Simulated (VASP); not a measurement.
Input of a VASP 6.6.1 run:

Contents of POSCAR:

```
NaCl
1.0
    0.0000000000      3.0872727775      3.0872727775
    3.2110724159      0.0000000000      3.0872727775
    3.2110724159      3.0872727775      0.0000000000
Na Cl
1 1
Direct
    0.0000000000      0.0000000000      0.0000000000
    0.2500000000      0.2500000000      0.2500000000
```

File INCAR.step1:

```
  ALGO = Normal
  EDIFF = 1E-4
  ENCUT = 520
  GGA = PE
  ISMEAR = 0
  LASPH = True
  LCHARG = False
  LREAL = False
  LWAVE = True
  NBANDS = 14
  NELM = 100
  PREC = Accurate
  SIGMA = 0.01
```

Contents of INCAR.step2:

```
  ALGO = Normal
  EDIFF = 1E-7
  ENCUT = 520
  ISIF = 2
  ISMEAR = 0
  ISTART = 1
  LASPH = True
  LCHARG = False
  LMIXTAU = True
  LREAL = False
  LWAVE = False
  METAGGA = R2SCAN
  NBANDS = 14
  NELM = 100
  PREC = Accurate
  SIGMA = 0.01
```

File KPOINTS:

```
k-points
0
Gamma
  8 8 8
```

Potentials or basis: VASP PAW PBE potentials, release 64 (Na_pv, Cl).

The run is started by

```console
$ cat potpaw_PBE.64/Na_pv/POTCAR potpaw_PBE.64/Cl/POTCAR > POTCAR
$ cp INCAR.step1 INCAR
$ mpirun -np 1 vasp_std > vasp.out
$ cp INCAR.step2 INCAR
$ mpirun -np 1 vasp_std > vasp.out
```

(1) Estimate the band gap on the k mesh.

(2) Estimate the pressure.

## Answers

(1) 5.46 eV.

(2) -0.8 GPa.

Caveat: the cell differs from its parent crystal (uniaxial x strain +4.0%); the PAW data sets were made with another functional, which shifts forces and pressure a little.
